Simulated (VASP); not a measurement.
# GaSb (F-43m) in VASP: further runs

GaSb is run at these levels: PBEsol; tasks: single point.

Program: VASP 6.6.1. These are calculated values, not measurements. Logs are shortened: lines on timing, memory, paths and dates and some standing lists are left out, and cuts for length are marked.

### 1 The cell of the first run

It takes space group F-43m (No. 216, cubic). The conventional cell has a = 5.742 Å, b = 5.742 Å, c = 5.742 Å, α = 90.00°, β = 90.00°, γ = 90.00°. Within 3.3 Å of Ga (site symmetry -43m) lie 4 Sb at 2.49 Å. Sb (site symmetry -43m) has 4 Ga at 2.49 Å within 3.3 Å.

### 2 Single point, PBEsol

INCAR

```
PREC = Accurate
ENCUT = 520
EDIFF = 1E-6
ISMEAR = -1
SIGMA = 0.1
LREAL = F
LASPH = T
NELM = 80
ALGO = Normal
ISIF = 2
LWAVE = F
LCHARG = F
GGA = PS
NBANDS = 16
```

KPOINTS

```
regular mesh
0
Gamma
  14 14 14
```

POSCAR

```
GaSb
1.0
    0.0000000000      2.8712420961      2.8712420961
    2.8712420961      0.0000000000      2.8712420961
    2.8712420961      2.8712420961      0.0000000000
Ga Sb
1 1
Direct
    0.0000000000      0.0000000000      0.0000000000
    0.7500000000      0.7500000000      0.7500000000
```

Potentials or basis: VASP PAW PBE potentials, release 64 (Ga_d, Sb).

Run with:

```console
cat potpaw_PBE.64/Ga_d/POTCAR potpaw_PBE.64/Sb/POTCAR > POTCAR
mpirun -np 1 vasp_std > vasp.out
```

OUTCAR:

```text
PREC = Accurate
   ENCUT = 520
   EDIFF = 1E-6
   ISMEAR = -1
   LREAL = F
   LASPH = T
   NELM = 80
   ISIF = 2
   GGA = PS

 ion  position               nearest neighbor table
   1  0.000  0.000  0.000-   2 2.49   2 2.49   2 2.49   2 2.49
   2  0.750  0.750  0.750-   1 2.49   1 2.49   1 2.49   1 2.49

  LATTYP: Found a face centered cubic cell.
 ALAT       =     5.7424841922

  Lattice vectors:

 A1 = (   0.0000000000,   2.8712420961,   2.8712420961)
 A2 = (   2.8712420961,   0.0000000000,   2.8712420961)
 A3 = (   2.8712420961,   2.8712420961,   0.0000000000)

Analysis of symmetry for initial positions (statically):
=====================================================================
 Subroutine PRICEL returns:
 Original cell was already a primitive cell.

 Routine SETGRP: Setting up the symmetry group for a
 face centered cubic supercell.

 Subroutine GETGRP returns: Found 24 space group operations
 (whereof 24 operations were pure point group operations)
 out of a pool of 48 trial point group operations.

The static configuration has the point symmetry T_d .

Analysis of symmetry for dynamics (positions and initial velocities):
=====================================================================
 Subroutine PRICEL returns:
 Original cell was already a primitive cell.

 Routine SETGRP: Setting up the symmetry group for a
 face centered cubic supercell.

 Subroutine GETGRP returns: Found 24 space group operations
 (whereof 24 operations were pure point group operations)
 out of a pool of 48 trial point group operations.

The dynamic configuration has the point symmetry T_d .

 Subroutine INISYM returns: Found 24 space group operations
 (whereof 24 operations are pure point group operations),
 and found     1 'primitive' translations

----------------------------------------------------------------------------------------

                                     Primitive cell

  volume of cell :      47.3412

  direct lattice vectors                    reciprocal lattice vectors
     0.000000000  2.871242096  2.871242096    -0.174140662  0.174140662  0.174140662
     2.871242096  0.000000000  2.871242096     0.174140662 -0.174140662  0.174140662
     2.871242096  2.871242096  0.000000000     0.174140662  0.174140662 -0.174140662

  length of vectors
     4.060549513  4.060549513  4.060549513     0.301620475  0.301620475  0.301620475

  position of ions in fractional coordinates (direct lattice)
     0.000000000  0.000000000  0.000000000
     0.750000000  0.750000000  0.750000000

  ion indices of the primitive-cell ions
   primitive index   ion index
                 1           1
                 2           2

----------------------------------------------------------------------------------------

 KPOINTS: regular mesh

Automatic generation of k-mesh.
 Grid dimensions read from file:
 generate k-points for:   14   14   14

 Generating k-lattice:

  Cartesian coordinates                     Fractional coordinates (reciprocal lattice)
    -0.012438619  0.012438619  0.012438619     0.071428571  0.000000000  0.000000000
     0.012438619 -0.012438619  0.012438619     0.000000000  0.071428571  0.000000000
     0.012438619  0.012438619 -0.012438619     0.000000000  0.000000000  0.071428571

  Length of vectors
     0.021544320  0.021544320  0.021544320

  Shift w.r.t. Gamma in fractional coordinates (k-lattice)
     0.000000000  0.000000000  0.000000000

 Subroutine IBZKPT returns following result:
 ===========================================

 Found    104 irreducible k-points:

 Following reciprocal coordinates:
            Coordinates               Weight
  0.000000  0.000000  0.000000      1.000000
  0.071429  0.000000  0.000000      8.000000
  0.142857  0.000000  0.000000      8.000000
  0.214286  0.000000  0.000000      8.000000
  0.285714  0.000000  0.000000      8.000000
  0.357143  0.000000  0.000000      8.000000
[... 16 lines left out ...]
  0.214286  0.142857  0.000000     24.000000
  0.285714  0.142857  0.000000     24.000000
 [... further k-points ...]
   k-points           NKPTS =    104   k-points in BZ     NKDIM =    104   number of bands    NBANDS=     16
   number of dos      NEDOS =    301   number of ions     NIONS =      2
   total plane-waves  NPLWV =  27000
   dimension x,y,z NGX =    30 NGY =   30 NGZ =   30
   dimension x,y,z NGXF=    60 NGYF=   60 NGZF=   60
   ions per type =               1   1
   NGX,Y,Z   is equivalent  to a cutoff of  12.28, 12.28, 12.28 a.u.
   NGXF,Y,Z  is equivalent  to a cutoff of  24.57, 24.57, 24.57 a.u.
 SYSTEM =  unknown system
   PREC   = accura    normal or accurate (medium, high low for compatibility)
   ISTART =      0    job   : 0-new  1-cont  2-samecut
   ICHARG =      2    charge: 1-file 2-atom 10-const
   ISPIN  =      1    spin polarized calculation?
   LNONCOLLINEAR =      F non collinear calculations
   LSORBIT =      F    spin-orbit coupling
   LASPH  =      T    aspherical Exc in radial PAW
   ENCUT  =  520.0 eV  38.22 Ry    6.18 a.u.   7.55  7.55  7.55*2*pi/ulx,y,z
   NELM   =     80;   NELMIN=  2; NELMDL= -5     # of ELM steps
   EDIFF  = 0.1E-05   stopping-criterion for ELM
   LREAL  =      F    real-space projection
   EDIFFG = 0.1E-04   stopping-criterion for IOM
   NSW    =      0    number of steps for IOM
   IBRION =     -1    ionic relax: 0-MD 1-quasi-New 2-CG
   NFREE  =      0    steps in history (QN), initial steepest desc. (CG)
   ISIF   =      2    stress and relaxation
   ISYM   =      2    0-nonsym 1-usesym 2-fastsym
   POTIM  = 0.5000    time-step for ionic-motion
   TEBEG  =    0.0;   TEEND  =   0.0 temperature during run
   PSTRESS=    0.0 pullay stress
   NELECT =      18.0000    total number of electrons
   NUPDOWN=      -1.0000    fix difference up-down
   EMIN   =  10.00;   EMAX   =-10.00  energy-range for DOS
   EFERMI =   0.00;   METHOD = LEGACY
   ISMEAR =    -1;   SIGMA  =   0.10  broadening in eV -4-tet -1-fermi 0-gaus
   EFERMI_NEDOS =   21; number of points for ismear=-14 and -15
   IALGO  =     38    algorithm
   IMIX   =      4    mixing-type and parameters
     AMIX     =   0.40;   BMIX     =  1.00
     AMIX_MAG =   1.60;   BMIX_MAG =  1.00
  volume/ion in A,a.u.               =      23.67       159.74
  Fermi-wavevector in a.u.,A,eV,Ry     =   1.186003  2.241221 19.138003  1.406604
  Thomas-Fermi vector in A             =   2.322185
   LORBIT       =      0    0 simple, 1 ext, 2 COOP (PROOUT), +10 PAW based schemes
   GGA     = PS    functional components
   LHFCALC =     F    Hartree Fock is set to
   AEXX    =    0.0000 exact exchange contribution
   IVDW    =     0    specifies the selected vdW correction
   LEPSILON=     F    determine dielectric tensor
   LRPA    =     F    only Hartree local field effects (RPA)
 non-spin polarized calculation
  energy-cutoff  :      520.00
  volume of cell :       47.34
 maximum number of plane-waves:      1299
   NGX = 15   NGY = 15   NGZ = 15

 number of electron      17.9999987 magnetization

 Free energy of the ion-electron system (eV)
  ---------------------------------------------------
  ext. energy  EPLUGINS =         0.00000000
  ---------------------------------------------------
  free energy    TOTEN  =        -7.76590203 eV

  energy without entropy =       -7.76486254  energy(sigma->0) =       -7.76538229

 E-fermi :   7.0977     XC(G=0): -10.1194

 val. band max:        6.8932451492   @ k =   0.0000   0.0000   0.0000
 cond. band min:       7.3549317231   @ k =   0.4286   0.4286   0.0000
 fundamental gap:      0.4616865738
 Fermi energy:         7.0976698232

 k-point     1 :       0.0000    0.0000    0.0000
  band No.  band energies     occupation
      1      -8.6154      2.00000
      2      -8.6154      2.00000
      3      -8.6154      2.00000
      4      -8.5274      2.00000
      5      -8.5274      2.00000
      6      -6.1138      2.00000
[... 8 lines left out ...]
     15      15.8613      0.00000
     16      15.8613      0.00000

 k-point     2 :       0.0714    0.0000    0.0000
  band No.  band energies     occupation
      1      -8.6188      2.00000
      2      -8.6142      2.00000
      3      -8.6142      2.00000
      4      -8.5276      2.00000
      5      -8.5276      2.00000
      6      -6.0475      2.00000
[... 8 lines left out ...]
     15      15.2229      0.00000
     16      15.2229      0.00000

 k-point     3 :       0.1429    0.0000    0.0000
  band No.  band energies     occupation
      1      -8.6282      2.00000
      2      -8.6109      2.00000
      3      -8.6109      2.00000
      4      -8.5281      2.00000
      5      -8.5281      2.00000
      6      -5.8508      2.00000
[... 8 lines left out ...]
     15      14.6544      0.00000
     16      14.6544      0.00000

 k-point     4 :       0.2143    0.0000    0.0000
  band No.  band energies     occupation
      1      -8.6411      2.00000
      2      -8.6063      2.00000
      3      -8.6063      2.00000
      4      -8.5286      2.00000
      5      -8.5286      2.00000
      6      -5.5315      2.00000
[... 8 lines left out ...]
     15      14.4701      0.00000
     16      14.4701      0.00000

 k-point     5 :       0.2857    0.0000    0.0000
  band No.  band energies     occupation
      1      -8.6548      2.00000
      2      -8.6017      2.00000
      3      -8.6017      2.00000
      4      -8.5287      2.00000
      5      -8.5287      2.00000
      6      -5.1062      2.00000
[... 8 lines left out ...]
     15      14.7807      0.00000
     16      14.7807      0.00000

 k-point     6 :       0.3571    0.0000    0.0000
  band No.  band energies     occupation
      1      -8.6667      2.00000
      2      -8.5980      2.00000
      3      -8.5980      2.00000
      4      -8.5283      2.00000
      5      -8.5283      2.00000
      6      -4.6132      2.00000
[... 8 lines left out ...]
     15      15.5348      0.00000
     16      15.5348      0.00000
[... 267 lines left out ...]
 k-point    21 :      -0.0714    0.0714    0.0000
  band No.  band energies     occupation
      1      -8.6247      2.00000
      2      -8.6128      2.00000
      3      -8.6111      2.00000
      4      -8.5285      2.00000
      5      -8.5274      2.00000
      6      -5.9377      2.00000
[... 8 lines left out ...]
     15      14.4862      0.00000
     16      14.9701      0.00000

 k-point    22 :       0.1429    0.1429    0.0000
  band No.  band energies     occupation
      1      -8.6363      2.00000
      2      -8.6066      2.00000
      3      -8.6066      2.00000
      4      -8.5314      2.00000
      5      -8.5263      2.00000
      6      -5.7626      2.00000
[... 8 lines left out ...]
     15      14.2861      0.00000
     16      16.1383      0.00000

 k-point    23 :       0.2143    0.1429    0.0000
  band No.  band energies     occupation
      1      -8.6463      2.00000
      2      -8.6025      2.00000
      3      -8.6019      2.00000
      4      -8.5335      2.00000
      5      -8.5259      2.00000
      6      -5.5263      2.00000
[... 8 lines left out ...]
     15      15.0601      0.00000
     16      15.9432      0.00000

 k-point    24 :       0.2857    0.1429    0.0000
  band No.  band energies     occupation
      1      -8.6573      2.00000
      2      -8.5988      2.00000
      3      -8.5970      2.00000
      4      -8.5349      2.00000
      5      -8.5257      2.00000
      6      -5.1729      2.00000
[... 8 lines left out ...]
     15      15.4923      0.00000
     16      15.9666      0.00000

 [... further k-points ...]
[... 5 lines left out ...]
  --------------------------------------------------------------------------------------
  -------------------------------------------------------------------------------------
  Total        4.4826514      4.4826514      4.4826514      0.0000000      0.0000000     -0.0000000
  in kB      151.7071743    151.7071743    151.7071743      0.0000000      0.0000000     -0.0000000
  external PRESSURE =     151.7071743 kB  Pullay stress =       0.0000000 kB

 VOLUME and BASIS-vectors are now :
 -----------------------------------------------------------------------------
  energy-cutoff  :      520.00
  volume of cell :       47.34
      direct lattice vectors                 reciprocal lattice vectors
     0.000000000  2.871242096  2.871242096    -0.174140662  0.174140662  0.174140662
     2.871242096  0.000000000  2.871242096     0.174140662 -0.174140662  0.174140662
     2.871242096  2.871242096  0.000000000     0.174140662  0.174140662 -0.174140662

 POSITION                                       TOTAL-FORCE (eV/Angst)
 -----------------------------------------------------------------------------------
      0.00000      0.00000      0.00000        -0.000000      0.000000      0.000000
      4.30686      4.30686      4.30686         0.000000     -0.000000     -0.000000
 -----------------------------------------------------------------------------------
    total drift:                                0.000001      0.000001      0.000000

  FREE ENERGIE OF THE ION-ELECTRON SYSTEM (eV)
  ---------------------------------------------------
  free  energy   TOTEN  =        -7.7659020322 eV

  energy  without entropy=       -7.7648625412  energy(sigma->0) =       -7.76538229
```

Run time: 92 s. Hardware: 1 thread of Intel Xeon 8259CL, shared host; peak memory 0.23 GiB.

What came out:

| Item | Value |
| --- | --- |
| Free energy | -7.7659 eV |
| Pressure | 15.2 GPa |
| Band gap on the k mesh | 0.46 eV (least direct gap 1.44 eV) |

Levels at points of the mesh, in eV from the valence-band top:
| k point | band 6 | band 7 | band 8 | band 9 | band 10 | band 11 | band 12 | band 13 |
| --- | --- | --- | --- | --- | --- | --- | --- | --- |
| (0.00, 0.00, 0.00) | -13.01 | 0.00 | 0.00 | 0.00 | 1.44 | 2.66 | 2.66 | 2.66 |
| (0.50, 0.00, 0.00) | -10.83 | -7.51 | -1.51 | -1.51 | 0.79 | 3.66 | 3.66 | 6.09 |
| (0.50, 0.50, 0.00) | -9.70 | -7.83 | -3.34 | -3.34 | 0.54 | 0.74 | 9.95 | 9.95 |

Caveat: the cell stands under pressure; the PAW data sets were made with another functional, which shifts forces and pressure a little; spin-orbit coupling is left out, which moves the levels of the heavy elements. A k mesh can miss the band edges.

(Continued in part 2 of 2.)
